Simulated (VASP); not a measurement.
# La3Hf (Pm-3m) in VASP: further runs, part 2 of 3

VASP 6.6.1. Earlier steps stand in the parts before.

## Step 4: Single point, PBEsol

The input, INCAR:

```
  ALGO = Normal
  EDIFF = 1E-6
  ENCUT = 520
  GGA = PS
  ISIF = 2
  ISMEAR = 0
  LASPH = T
  LCHARG = T
  LELF = T
  LREAL = F
  LVHAR = T
  LWAVE = F
  NBANDS = 30
  NELM = 60
  PREC = Accurate
  SIGMA = 0.05
```

The input, KPOINTS:

```
k-points
0
Gamma
  7 7 7
```

The input, POSCAR:

```
La3Hf
1.0
    5.0451320000      0.0000000000      0.0000000000
    0.0000000000      5.0451320000      0.0000000000
    0.0000000000      0.0000000000      5.0451320000
Hf La
1 3
Direct
    0.0000000000      0.0000000000      0.0000000000
    0.5000000000      0.5000000000      0.0000000000
    0.5000000000      0.0000000000      0.5000000000
    0.0000000000      0.5000000000      0.5000000000
```

Potentials or basis: VASP PAW PBE potentials, release 64 (Hf_pv, La).

On the command line:

```sh
$ cat potpaw_PBE.64/Hf_pv/POTCAR potpaw_PBE.64/La/POTCAR > POTCAR
$ mpirun -np 1 vasp_std > vasp.out
```

OUTCAR:

```text
EDIFF = 1E-6
   ENCUT = 520
   GGA = PS
   ISIF = 2
   ISMEAR = 0
   LASPH = T
   LREAL = F
   NELM = 60
   PREC = Accurate

 ion  position               nearest neighbor table
   1  0.000  0.000  0.000-   2 3.57   3 3.57   4 3.57   3 3.57   4 3.57   2 3.57   4 3.57   4 3.57
                             2 3.57   3 3.57   3 3.57   2 3.57
   2  0.500  0.500  0.000-   1 3.57   3 3.57   4 3.57   3 3.57   4 3.57   1 3.57   3 3.57   3 3.57
                             1 3.57   4 3.57   4 3.57   1 3.57
   3  0.500  0.000  0.500-   1 3.57   2 3.57   4 3.57   1 3.57   2 3.57   2 3.57   4 3.57   2 3.57
                             1 3.57   4 3.57   1 3.57   4 3.57
   4  0.000  0.500  0.500-   1 3.57   2 3.57   3 3.57   1 3.57   2 3.57   1 3.57   3 3.57   1 3.57
                             2 3.57   3 3.57   2 3.57   3 3.57

  LATTYP: Found a simple cubic cell.
 ALAT       =     5.0451320000

  Lattice vectors:

 A1 = (   5.0451320000,   0.0000000000,   0.0000000000)
 A2 = (   0.0000000000,   5.0451320000,   0.0000000000)
 A3 = (   0.0000000000,   0.0000000000,   5.0451320000)

Analysis of symmetry for initial positions (statically):
=====================================================================
 Subroutine PRICEL returns:
 Original cell was already a primitive cell.

 Routine SETGRP: Setting up the symmetry group for a
 simple cubic supercell.

 Subroutine GETGRP returns: Found 48 space group operations
 (whereof 48 operations were pure point group operations)
 out of a pool of 48 trial point group operations.

The static configuration has the point symmetry O_h .

Analysis of symmetry for dynamics (positions and initial velocities):
=====================================================================
 Subroutine PRICEL returns:
 Original cell was already a primitive cell.

 Routine SETGRP: Setting up the symmetry group for a
 simple cubic supercell.

[... 120 lines left out ...]
   IALGO  =     38    algorithm
   IMIX   =      4    mixing-type and parameters
     AMIX     =   0.40;   BMIX     =  1.00
     AMIX_MAG =   1.60;   BMIX_MAG =  1.00
  volume/ion in A,a.u.               =      32.10       216.65
  Fermi-wavevector in a.u.,A,eV,Ry     =   1.136820  2.148279 17.583628  1.292360
  Thomas-Fermi vector in A             =   2.273525
   LORBIT       =      0    0 simple, 1 ext, 2 COOP (PROOUT), +10 PAW based schemes
   GGA     = PS    functional components
   LHFCALC =     F    Hartree Fock is set to
   AEXX    =    0.0000 exact exchange contribution
   IVDW    =     0    specifies the selected vdW correction
   LEPSILON=     F    determine dielectric tensor
   LRPA    =     F    only Hartree local field effects (RPA)
 non-spin polarized calculation
 Gauss-broadening in eV      SIGMA  =   0.05
  energy-cutoff  :      520.00
  volume of cell :      128.42
 maximum number of plane-waves:      3479
 NGX is ok and might be reduce to    40
   NGX = 19   NGY = 19   NGZ = 19

 number of electron      42.9999997 magnetization

 Free energy of the ion-electron system (eV)
  ---------------------------------------------------
  ext. energy  EPLUGINS =         0.00000000
  ---------------------------------------------------
  free energy    TOTEN  =       -25.72921314 eV

  energy without entropy =      -25.72061728  energy(sigma->0) =      -25.72491521

 E-fermi :   7.5245     XC(G=0): -10.1786

 val. band max:        7.5138139245   @ k =   0.4286   0.1429   0.1429
 cond. band min:       7.5309761192   @ k =   0.4286   0.4286   0.1429
 fundamental gap:      0.0171621948
 Fermi energy:         7.5244508496

 k-point     1 :       0.0000    0.0000    0.0000
  band No.  band energies     occupation
      1     -25.0224      2.00000
      2     -24.6780      2.00000
      3     -24.6780      2.00000
      4     -23.6122      2.00000
      5     -23.6122      2.00000
      6     -23.6122      2.00000
[... 649 lines left out ...]
     29       9.1808      0.00000
     30       9.2059      0.00000

------------------------ aborting loop because EDIFF is reached ----------------------------------------

  FORCE on cell =-STRESS in cart. coord.  units (eV):
  Direction    XX          YY          ZZ          XY          YZ          ZX
  --------------------------------------------------------------------------------------
  -------------------------------------------------------------------------------------
  Total       -2.0901810     -2.0901810     -2.0901810      0.0000000     -0.0000000      0.0000000
  in kB      -26.0781560    -26.0781560    -26.0781560      0.0000000     -0.0000000      0.0000000
  external PRESSURE =     -26.0781560 kB  Pullay stress =       0.0000000 kB

 VOLUME and BASIS-vectors are now :
 -----------------------------------------------------------------------------
  energy-cutoff  :      520.00
  volume of cell :      128.42
      direct lattice vectors                 reciprocal lattice vectors
     5.045132000  0.000000000  0.000000000     0.198210869  0.000000000  0.000000000
     0.000000000  5.045132000  0.000000000     0.000000000  0.198210869  0.000000000
     0.000000000  0.000000000  5.045132000     0.000000000  0.000000000  0.198210869

 POSITION                                       TOTAL-FORCE (eV/Angst)
 -----------------------------------------------------------------------------------
      0.00000      0.00000      0.00000         0.000000      0.000000      0.000000
      2.52257      2.52257      0.00000         0.000000      0.000000      0.000000
      2.52257      0.00000      2.52257         0.000000      0.000000      0.000000
      0.00000      2.52257      2.52257         0.000000      0.000000      0.000000
 -----------------------------------------------------------------------------------
    total drift:                                0.000000     -0.000000     -0.000000

  FREE ENERGIE OF THE ION-ELECTRON SYSTEM (eV)
  ---------------------------------------------------
  free  energy   TOTEN  =       -25.7292131384 eV

  energy  without entropy=      -25.7206172820  energy(sigma->0) =      -25.72491521
```

OSZICAR:

```text
N       E                     dE             d eps       ncg     rms          rms(c)
DAV:   1     0.544001029773E+03    0.54400E+03   -0.15262E+04  1224   0.191E+03
DAV:   2     0.790969396634E+02   -0.46490E+03   -0.45336E+03  1656   0.412E+02
DAV:   3    -0.154114020470E+02   -0.94508E+02   -0.92388E+02  1998   0.204E+02
DAV:   4    -0.262507428290E+02   -0.10839E+02   -0.10505E+02  2290   0.687E+01
DAV:   5    -0.278802028406E+02   -0.16295E+01   -0.15874E+01  2384   0.248E+01    0.235E+01
DAV:   6    -0.259045430718E+02    0.19757E+01   -0.19902E+01  2088   0.153E+01    0.212E+01
DAV:   7    -0.257922344810E+02    0.11231E+00   -0.41628E+00  2152   0.111E+01    0.142E+01
DAV:   8    -0.258154693161E+02   -0.23235E-01   -0.13678E+00  1848   0.457E+00    0.481E+00
DAV:   9    -0.257315014887E+02    0.83968E-01   -0.86644E-01  1944   0.339E+00    0.123E+00
DAV:  10    -0.257296673507E+02    0.18341E-02   -0.51024E-02  2264   0.164E+00    0.335E-01
DAV:  11    -0.257292883021E+02    0.37905E-03   -0.45358E-03  2240   0.459E-01    0.463E-01
DAV:  12    -0.257292074665E+02    0.80836E-04   -0.10414E-03  2288   0.183E-01    0.281E-01
DAV:  13    -0.257292019134E+02    0.55531E-05   -0.86700E-04  2048   0.130E-01    0.355E-02
DAV:  14    -0.257292081587E+02   -0.62453E-05   -0.81012E-05  2392   0.619E-02    0.275E-02
DAV:  15    -0.257292109613E+02   -0.28026E-05   -0.88069E-06  2080   0.194E-02    0.234E-02
DAV:  16    -0.257292132842E+02   -0.23229E-05   -0.28642E-05  1992   0.314E-02    0.820E-03
DAV:  17    -0.257292131384E+02    0.14578E-06   -0.19686E-06  1344   0.140E-02
   1 F= -.25729213E+02 E0= -.25724915E+02  d E =-.859586E-02
```

It took 88 s on 1 thread of Intel Xeon Platinum 8559C (Emerald Rapids), shared host; peak memory 0.28 GiB.

What came out:

* Free energy: -25.7292 eV
* Pressure: -2.6 GPa
* Band gap on the k mesh: zero (an odd number of electrons rules out a gap without spin polarisation)

Caveat: the PAW data sets were made with another functional, which shifts forces and pressure a little; spin-orbit coupling is left out, which moves the levels of the heavy elements.

(Continued in part 3 of 3.)

The gap in the log of VASP goes by the Fermi energy; the results here count the filled bands.